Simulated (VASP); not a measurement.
# GaAs (F-43m) in VASP: notebook

GaAs is run at these levels: r2SCAN, PBE; tasks: single point.

All numbers are computed with VASP 6.6.1; they aren't measurements. Logs are shortened: lines on timing, memory, paths and dates and some standing lists are left out, and cuts for length are marked.

**1. The cell of the first run**

The structure is cubic, space group F-43m (No. 216). The conventional cell has a = 5.666 Å, b = 5.666 Å, c = 5.666 Å, α = 90.00°, β = 90.00°, γ = 90.00°. Ga (site symmetry -43m) has 4 As at 2.45 Å within 3.2 Å. Within 3.2 Å of As (site symmetry -43m) lie 4 Ga at 2.45 Å.

**2. Single point, r2SCAN**

The input, POSCAR:

```
GaAs
1.0
    0.0000000000      2.8330850941      2.8330850941
    2.8330850941      0.0000000000      2.8330850941
    2.8330850941      2.8330850941      0.0000000000
Ga As
1 1
Direct
    0.0000000000      0.0000000000      0.0000000000
    0.2500000000      0.2500000000      0.2500000000
```

The input, INCAR.step1:

```
PREC     = Accurate       # precision mode
ENCUT    = 520            # plane-wave cutoff, eV
ISMEAR   = 0              # smearing method
SIGMA    = 0.01           # smearing width, eV
LREAL    = False          # projectors in reciprocal space
LASPH    = True           # aspherical terms in the spheres
NELM     = 80             # most SCF steps
NBANDS   = 16             # bands
GGA      = PE             # functional
ALGO     = Normal         # electronic algorithm
EDIFF    = 1E-4           # SCF threshold, eV
LWAVE    = True           # write WAVECAR
LCHARG   = False          # write CHGCAR
```

The input, INCAR.step2:

```
PREC     = Accurate       # precision mode
ENCUT    = 520            # plane-wave cutoff, eV
EDIFF    = 1E-7           # SCF threshold, eV
ISMEAR   = 0              # smearing method
SIGMA    = 0.01           # smearing width, eV
LREAL    = False          # projectors in reciprocal space
LASPH    = True           # aspherical terms in the spheres
NELM     = 80             # most SCF steps
ALGO     = Normal         # electronic algorithm
ISIF     = 2              # what is computed and relaxed
LWAVE    = False          # write WAVECAR
LCHARG   = True           # write CHGCAR
METAGGA  = R2SCAN         # meta-GGA
LMIXTAU  = True         
LELF     = True           # ELF
LVHAR    = True         
NBANDS   = 16             # bands
ISTART   = 1
```

The input, KPOINTS:

```
regular mesh
0
Gamma
  4 4 4
```

Potentials or basis: VASP PAW PBE potentials, release 64 (Ga_d, As).

Started as:

```
$ cat potpaw_PBE.64/Ga_d/POTCAR potpaw_PBE.64/As/POTCAR > POTCAR
$ cp INCAR.step1 INCAR
$ mpirun -np 1 vasp_std > vasp.out
$ cp INCAR.step2 INCAR
$ mpirun -np 1 vasp_std > vasp.out
```

OUTCAR:

```text
PREC = Accurate
   ENCUT = 520
   EDIFF = 1E-7
   ISMEAR = 0
   LREAL = False
   LASPH = True
   NELM = 80
   ISIF = 2
   METAGGA = R2SCAN
   ISTART = 1

 ion  position               nearest neighbor table
   1  0.000  0.000  0.000-   2 2.45   2 2.45   2 2.45   2 2.45
   2  0.250  0.250  0.250-   1 2.45   1 2.45   1 2.45   1 2.45

  LATTYP: Found a face centered cubic cell.
 ALAT       =     5.6661701882

  Lattice vectors:

 A1 = (   0.0000000000,   2.8330850941,   2.8330850941)
 A2 = (   2.8330850941,   0.0000000000,   2.8330850941)
 A3 = (   2.8330850941,   2.8330850941,   0.0000000000)

Analysis of symmetry for initial positions (statically):
=====================================================================
 Subroutine PRICEL returns:
 Original cell was already a primitive cell.

 Routine SETGRP: Setting up the symmetry group for a
 face centered cubic supercell.

 Subroutine GETGRP returns: Found 24 space group operations
 (whereof 24 operations were pure point group operations)
 out of a pool of 48 trial point group operations.

The static configuration has the point symmetry T_d .

Analysis of symmetry for dynamics (positions and initial velocities):
=====================================================================
 Subroutine PRICEL returns:
 Original cell was already a primitive cell.

 Routine SETGRP: Setting up the symmetry group for a
 face centered cubic supercell.

 Subroutine GETGRP returns: Found 24 space group operations
 (whereof 24 operations were pure point group operations)
 out of a pool of 48 trial point group operations.

The dynamic configuration has the point symmetry T_d .

 Subroutine INISYM returns: Found 24 space group operations
 (whereof 24 operations are pure point group operations),
 and found     1 'primitive' translations

----------------------------------------------------------------------------------------

                                     Primitive cell

  volume of cell :      45.4788

  direct lattice vectors                    reciprocal lattice vectors
     0.000000000  2.833085094  2.833085094    -0.176486051  0.176486051  0.176486051
     2.833085094  0.000000000  2.833085094     0.176486051 -0.176486051  0.176486051
     2.833085094  2.833085094  0.000000000     0.176486051  0.176486051 -0.176486051

  length of vectors
     4.006587363  4.006587363  4.006587363     0.305682807  0.305682807  0.305682807

  position of ions in fractional coordinates (direct lattice)
[... 62 lines left out ...]
   EDIFF  = 0.1E-06   stopping-criterion for ELM
   LREAL  =      F    real-space projection
   EDIFFG = 0.1E-05   stopping-criterion for IOM
   NSW    =      0    number of steps for IOM
   IBRION =     -1    ionic relax: 0-MD 1-quasi-New 2-CG
   NFREE  =      0    steps in history (QN), initial steepest desc. (CG)
   ISIF   =      2    stress and relaxation
   ISYM   =      2    0-nonsym 1-usesym 2-fastsym
   POTIM  = 0.5000    time-step for ionic-motion
   TEBEG  =    0.0;   TEEND  =   0.0 temperature during run
   PSTRESS=    0.0 pullay stress
   NELECT =      18.0000    total number of electrons
   NUPDOWN=      -1.0000    fix difference up-down
   EMIN   =  10.00;   EMAX   =-10.00  energy-range for DOS
   EFERMI =   0.00;   METHOD = LEGACY
   ISMEAR =     0;   SIGMA  =   0.01  broadening in eV -4-tet -1-fermi 0-gaus
   EFERMI_NEDOS =   21; number of points for ismear=-14 and -15
   IALGO  =     38    algorithm
   IMIX   =      4    mixing-type and parameters
     AMIX     =   0.40;   BMIX     =  1.00
     AMIX_MAG =   1.60;   BMIX_MAG =  1.00
  volume/ion in A,a.u.               =      22.74       153.45
  Fermi-wavevector in a.u.,A,eV,Ry     =   1.201977  2.271407 19.656990  1.444748
  Thomas-Fermi vector in A             =   2.337771
   LORBIT       =      0    0 simple, 1 ext, 2 COOP (PROOUT), +10 PAW based schemes
   METAGGA = R2SCAN    functional components
   LHFCALC =     F    Hartree Fock is set to
   AEXX    =    0.0000 exact exchange contribution
   IVDW    =     0    specifies the selected vdW correction
   LEPSILON=     F    determine dielectric tensor
   LRPA    =     F    only Hartree local field effects (RPA)
 non-spin polarized calculation
 Gauss-broadening in eV      SIGMA  =   0.01
  energy-cutoff  :      520.00
  volume of cell :       45.48
 maximum number of plane-waves:      1243
 NGX is ok and might be reduce to    30
   NGX = 15   NGY = 15   NGZ = 15

 number of electron      17.9999990 magnetization

 Free energy of the ion-electron system (eV)
  ---------------------------------------------------
  ext. energy  EPLUGINS =         0.00000000
  ---------------------------------------------------
  free energy    TOTEN  =       -26.89499948 eV

  energy without entropy =      -26.89499948  energy(sigma->0) =      -26.89499948

 E-fermi :   3.7094     XC(G=0): -10.2048

 val. band max:        3.6585814641   @ k =   0.0000   0.0000   0.0000
 cond. band min:       4.5959879395   @ k =   0.0000   0.0000   0.0000
 fundamental gap:      0.9374064754
 Fermi energy:         3.7093808788

 k-point     1 :       0.0000    0.0000    0.0000
  band No.  band energies     occupation
      1     -11.6177      2.00000
      2     -11.6177      2.00000
      3     -11.6176      2.00000
      4     -11.5308      2.00000
      5     -11.5308      2.00000
      6      -9.5006      2.00000
[... 129 lines left out ...]
      3     -11.5706      2.00000
      4     -11.5422      2.00000
      5     -11.5264      2.00000
      6      -6.8349      2.00000
[... 8 lines left out ...]
     15      16.4497      0.00000
     16      17.7476      0.00000

------------------------ aborting loop because EDIFF is reached ----------------------------------------

  FORCE on cell =-STRESS in cart. coord.  units (eV):
  Direction    XX          YY          ZZ          XY          YZ          ZX
  --------------------------------------------------------------------------------------
  -------------------------------------------------------------------------------------
  Total        0.1104268      0.1104268      0.1104268     -0.0000000     -0.0000000     -0.0000000
  in kB        3.8902391      3.8902391      3.8902391     -0.0000000     -0.0000000     -0.0000000
  external PRESSURE =       3.8902391 kB  Pullay stress =       0.0000000 kB

 VOLUME and BASIS-vectors are now :
 -----------------------------------------------------------------------------
  energy-cutoff  :      520.00
  volume of cell :       45.48
      direct lattice vectors                 reciprocal lattice vectors
     0.000000000  2.833085094  2.833085094    -0.176486051  0.176486051  0.176486051
     2.833085094  0.000000000  2.833085094     0.176486051 -0.176486051  0.176486051
     2.833085094  2.833085094  0.000000000     0.176486051  0.176486051 -0.176486051

 POSITION                                       TOTAL-FORCE (eV/Angst)
 -----------------------------------------------------------------------------------
      0.00000      0.00000      0.00000         0.000000      0.000000      0.000000
      1.41654      1.41654      1.41654        -0.000000     -0.000000     -0.000000
 -----------------------------------------------------------------------------------
    total drift:                                0.000001      0.000001      0.000001

  FREE ENERGIE OF THE ION-ELECTRON SYSTEM (eV)
  ---------------------------------------------------
  free  energy   TOTEN  =       -26.8949994820 eV

  energy  without entropy=      -26.8949994820  energy(sigma->0) =      -26.89499948
```

OUTCAR.step1:

```text
PREC = Accurate
   ENCUT = 520
   ISMEAR = 0
   LREAL = False
   LASPH = True
[... 355 lines left out ...]
      0.00000      0.00000      0.00000        -0.000000     -0.000000     -0.000000
      1.41654      1.41654      1.41654         0.000000      0.000000      0.000000
 -----------------------------------------------------------------------------------
    total drift:                                0.000002      0.000002      0.000002

  FREE ENERGIE OF THE ION-ELECTRON SYSTEM (eV)
  ---------------------------------------------------
  free  energy   TOTEN  =        -8.0795910673 eV

  energy  without entropy=       -8.0795910673  energy(sigma->0) =       -8.07959107
```

OSZICAR.step1:

```text
N       E                     dE             d eps       ncg     rms          rms(c)
DAV:   1     0.815985813160E+02    0.81599E+02   -0.84629E+03   256   0.149E+03
DAV:   2    -0.197545836134E+01   -0.83574E+02   -0.79717E+02   304   0.297E+02
DAV:   3    -0.815843432496E+01   -0.61830E+01   -0.61650E+01   296   0.641E+01
DAV:   4    -0.826211535647E+01   -0.10368E+00   -0.10365E+00   328   0.935E+00
DAV:   5    -0.826368268670E+01   -0.15673E-02   -0.15673E-02   296   0.101E+00    0.295E+00
DAV:   6    -0.809969256520E+01    0.16399E+00   -0.23704E-01   384   0.824E+00    0.178E+00
DAV:   7    -0.807740051939E+01    0.22292E-01   -0.75185E-02   344   0.190E+00    0.586E-01
DAV:   8    -0.807894373742E+01   -0.15432E-02   -0.12641E-02   296   0.126E+00    0.118E-01
DAV:   9    -0.807949699780E+01   -0.55326E-03   -0.11833E-03   304   0.415E-01    0.535E-02
DAV:  10    -0.807959106733E+01   -0.94070E-04   -0.81263E-05   240   0.977E-02
   1 F= -.80795911E+01 E0= -.80795911E+01  d E =-.129864E-14
```

Wall time 45 s (1 thread of Intel Xeon 6975P-C (Granite Rapids), shared host); peak memory 0.16 GiB.

What came out:

* Free energy: -26.8950 eV
* Pressure: 0.4 GPa
* Band gap on the k mesh: 0.94 eV

Levels at points of the mesh, in eV from the valence-band top:
```
           k point  band 5  band 6  band 7  band 8  band 9  band 10  band 11  band 12  band 13  band 14
(0.00, 0.00, 0.00)  -15.19  -13.16    0.00    0.00    0.00     0.94     4.02     4.02     4.02     8.18
(0.50, 0.00, 0.00)  -15.19  -11.32   -6.79   -1.18   -1.18     1.32     4.96     4.96     8.25    11.08
(0.50, 0.50, 0.00)  -15.18  -10.55   -6.98   -2.76   -2.76     1.74     1.93    10.79    10.79    11.69
```

Caveat: the k points lie up to 0.48 Å⁻¹ apart; the PAW data sets were made with another functional, which shifts forces and pressure a little. A k mesh can miss the band edges.

**3. Single point, PBE**

The input, INCAR:

```
SYSTEM = GaAs
PREC = Accurate
ENCUT = 520
EDIFF = 1E-7
ISMEAR = 0
SIGMA = 0.01
LREAL = .FALSE.
LASPH = .TRUE.
NELM = 80
ALGO = Normal
ISIF = 2
LWAVE = .FALSE.
LCHARG = .TRUE.
GGA = PE
LELF = .TRUE.
LVHAR = .TRUE.
NBANDS = 16
```

The input, KPOINTS:

```
Automatic mesh
0
G
  6 6 6
  0 0 0
```

POSCAR is that of step 2.

Potentials or basis: VASP PAW PBE potentials, release 64 (Ga_d, As).

Started as:

```
$ cat potpaw_PBE.64/Ga_d/POTCAR potpaw_PBE.64/As/POTCAR > POTCAR
$ mpirun -np 1 vasp_std > vasp.out
```

OUTCAR:

```text
SYSTEM = GaAs
   PREC = Accurate
   ENCUT = 520
   EDIFF = 1E-7
   ISMEAR = 0
   LREAL = .FALSE.
   LASPH = .TRUE.
   NELM = 80
   ISIF = 2
   GGA = PE

 ion  position               nearest neighbor table
   1  0.000  0.000  0.000-   2 2.45   2 2.45   2 2.45   2 2.45
   2  0.250  0.250  0.250-   1 2.45   1 2.45   1 2.45   1 2.45

  LATTYP: Found a face centered cubic cell.
 ALAT       =     5.6661701882

  Lattice vectors:

 A1 = (   0.0000000000,   2.8330850941,   2.8330850941)
 A2 = (   2.8330850941,   0.0000000000,   2.8330850941)
 A3 = (   2.8330850941,   2.8330850941,   0.0000000000)

Analysis of symmetry for initial positions (statically):
=====================================================================
 Subroutine PRICEL returns:
 Original cell was already a primitive cell.

 Routine SETGRP: Setting up the symmetry group for a
 face centered cubic supercell.

 Subroutine GETGRP returns: Found 24 space group operations
 (whereof 24 operations were pure point group operations)
 out of a pool of 48 trial point group operations.

The static configuration has the point symmetry T_d .

[... 149 lines left out ...]

  energy without entropy =       -8.23300363  energy(sigma->0) =       -8.23300363

 E-fermi :   3.9832     XC(G=0):  -9.5536

 val. band max:        3.8787514629   @ k =   0.0000   0.0000   0.0000
 cond. band min:       4.3469558472   @ k =   0.0000   0.0000   0.0000
 fundamental gap:      0.4682043842
 Fermi energy:         3.9832262507

 k-point     1 :       0.0000    0.0000    0.0000
  band No.  band energies     occupation
      1     -10.9285      2.00000
      2     -10.9285      2.00000
      3     -10.9285      2.00000
      4     -10.8512      2.00000
      5     -10.8512      2.00000
      6      -8.8000      2.00000
[... 281 lines left out ...]
      3     -10.8846      2.00000
      4     -10.8657      2.00000
      5     -10.8443      2.00000
      6      -6.2797      2.00000
[... 8 lines left out ...]
     15      16.0417      0.00000
     16      17.1676      0.00000

------------------------ aborting loop because EDIFF is reached ----------------------------------------

  FORCE on cell =-STRESS in cart. coord.  units (eV):
  Direction    XX          YY          ZZ          XY          YZ          ZX
  --------------------------------------------------------------------------------------
  -------------------------------------------------------------------------------------
  Total        0.8387836      0.8387836      0.8387836     -0.0000000      0.0000000     -0.0000000
  in kB       29.5496040     29.5496040     29.5496040     -0.0000000      0.0000000     -0.0000000
  external PRESSURE =      29.5496040 kB  Pullay stress =       0.0000000 kB

 VOLUME and BASIS-vectors are now :
 -----------------------------------------------------------------------------
  energy-cutoff  :      520.00
  volume of cell :       45.48
      direct lattice vectors                 reciprocal lattice vectors
     0.000000000  2.833085094  2.833085094    -0.176486051  0.176486051  0.176486051
     2.833085094  0.000000000  2.833085094     0.176486051 -0.176486051  0.176486051
     2.833085094  2.833085094  0.000000000     0.176486051  0.176486051 -0.176486051

 POSITION                                       TOTAL-FORCE (eV/Angst)
 -----------------------------------------------------------------------------------
      0.00000      0.00000      0.00000        -0.000000     -0.000000     -0.000000
      1.41654      1.41654      1.41654         0.000000      0.000000      0.000000
 -----------------------------------------------------------------------------------
    total drift:                                0.000002      0.000002      0.000002

  FREE ENERGIE OF THE ION-ELECTRON SYSTEM (eV)
  ---------------------------------------------------
  free  energy   TOTEN  =        -8.2330036271 eV

  energy  without entropy=       -8.2330036271  energy(sigma->0) =       -8.23300363
```

OSZICAR:

```text
N       E                     dE             d eps       ncg     rms          rms(c)
DAV:   1     0.842390476046E+02    0.84239E+02   -0.91026E+03   520   0.158E+03
DAV:   2    -0.189597962226E+01   -0.86135E+02   -0.81627E+02   600   0.305E+02
DAV:   3    -0.829312647009E+01   -0.63971E+01   -0.63785E+01   616   0.660E+01
DAV:   4    -0.839450791848E+01   -0.10138E+00   -0.10136E+00   640   0.939E+00
DAV:   5    -0.839604457640E+01   -0.15367E-02   -0.15367E-02   600   0.101E+00    0.289E+00
DAV:   6    -0.825150277050E+01    0.14454E+00   -0.21449E-01   784   0.794E+00    0.174E+00
DAV:   7    -0.823153592602E+01    0.19967E-01   -0.64670E-02   664   0.182E+00    0.564E-01
DAV:   8    -0.823246225071E+01   -0.92632E-03   -0.10608E-02   600   0.116E+00    0.108E-01
DAV:   9    -0.823287935188E+01   -0.41710E-03   -0.96746E-04   632   0.371E-01    0.509E-02
DAV:  10    -0.823294972224E+01   -0.70370E-04   -0.74187E-05   656   0.880E-02    0.276E-02
DAV:  11    -0.823300302956E+01   -0.53307E-04   -0.74291E-05   584   0.650E-02    0.314E-03
DAV:  12    -0.823300330407E+01   -0.27451E-06   -0.12738E-06   640   0.155E-02    0.147E-03
DAV:  13    -0.823300363977E+01   -0.33570E-06   -0.57026E-07   632   0.537E-03    0.682E-04
DAV:  14    -0.823300362713E+01    0.12645E-07   -0.10247E-08   488   0.110E-03
   1 F= -.82330036E+01 E0= -.82330036E+01  d E =-.309352E-51
```

stdout:

```text
POSCAR found type information on POSCAR GaAs
 POSCAR found :  2 types and       2 ions
 scaLAPACK will be used
 LDA part: xc-table for (Slater+PW92), standard interpolation
 POSCAR, INCAR and KPOINTS ok, starting setup
 FFT: planning ... GRIDC
 FFT: planning ... GRID_SOFT
 FFT: planning ... GRID
 WAVECAR not read
 entering main loop
```

Run time: 18 s. Hardware: 1 thread of Intel Xeon 6975P-C (Granite Rapids), shared host; peak memory 0.17 GiB.

What came out:

```
Free energy            : -8.2330 eV
Pressure               : 3.0 GPa
Band gap on the k mesh : 0.47 eV
```

Levels at points of the mesh, in eV from the valence-band top:
```
           k point  band 6  band 7  band 8  band 9  band 10  band 11  band 12  band 13
(0.00, 0.00, 0.00)  -12.68    0.00    0.00    0.00     0.47     3.72     3.72     3.72
(0.50, 0.00, 0.00)  -10.93   -6.61   -1.13   -1.13     0.98     4.63     4.63     7.75
(0.50, 0.50, 0.00)  -10.20   -6.79   -2.66   -2.66     1.47     1.65    10.11    10.11
```
